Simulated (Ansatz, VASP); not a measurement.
**Two plane-wave programs on SiO2**

The input INCAR:

```
ALGO = Normal
EDIFF = 1E-6
ENCUT = 520
GGA = PE
ISIF = 2
ISMEAR = 0
LASPH = T
LCHARG = T
LELF = T
LREAL = F
LVHAR = T
LWAVE = F
NBANDS = 25
NELM = 80
PREC = Accurate
SIGMA = 0.05
```

Contents of KPOINTS:

```
k-points
0
Gamma
  6 6 8
```

Contents of POSCAR:

```
SiO2
1.0
    4.1723000000      0.0000000000      0.0000000000
    0.0000000000      4.1723000000      0.0000000000
    0.0000000000      0.0000000000      2.8512000000
Si O
2 4
Direct
    0.5000000000      0.5000000000      0.5000000000
    0.0000000000      0.0000000000      0.0000000000
    0.6930127928      0.6930127928      0.0000000000
    0.1930127928      0.8069872072      0.5000000000
    0.3069872072      0.3069872072      0.0000000000
    0.8069872072      0.1930127928      0.5000000000
```

Input for Ansatz:

```yaml
crystal:
  lattice:
    - [4.1723, 0.0, 0.0]
    - [0.0, 4.1723, 0.0]
    - [0.0, 0.0, 2.8512]
  atoms:
    - { symbol: Si, position: [0.5, 0.5, 0.5] }
    - { symbol: Si, position: [0.0, 0.0, 0.0] }
    - { symbol: O, position: [0.6930127928, 0.6930127928, 0.0] }
    - { symbol: O, position: [0.1930127928, 0.8069872072, 0.5] }
    - { symbol: O, position: [0.3069872072, 0.3069872072, 0.0] }
    - { symbol: O, position: [0.8069872072, 0.1930127928, 0.5] }
basis:
  ecutwfc: 520.0
kpoints:
  mp_grid: { grid: [6, 6, 8] }
hamiltonian:
  xc: pbe
  pseudopotentials: { kind: paw, azcp: { folder: soft_1 } }
scf:
  occupations: { method: gaussian, width: 0.05 }
output:
  forces: true
  stress: true
  eigenvalues: true
```

Alike in both runs: task single point; functional PBE; k mesh 6 × 6 × 8; occupations gaussian, width 0.05 eV; no spin polarisation.

|  | VASP | Ansatz |
| --- | --- | --- |
| version | VASP 6.6.1 | Ansatz 0.2.0 |
| potentials or method | VASP PAW PBE potentials, release 64 (Si, O), cutoff 520 eV | scalar-relativistic, plane waves, PAW |
| valence electrons in the cell | 32 | 32 |

```csv
,VASP,Ansatz,Ansatz less VASP
gap on the k mesh at the Fermi level (eV),4.24,4.26,+0.020
least direct gap on the mesh (eV),4.24,4.26,+0.020
pressure (GPa),-10.0,-10.2,-0.23
"traceless stress, the component that is largest in VASP (GPa)",-19.19,-19.45,-0.252
rms of the force components (eV/Å),0.182,0.181,-0.0009
```

Atom by atom the forces differ by 0.001 eV/Å (rms over components).
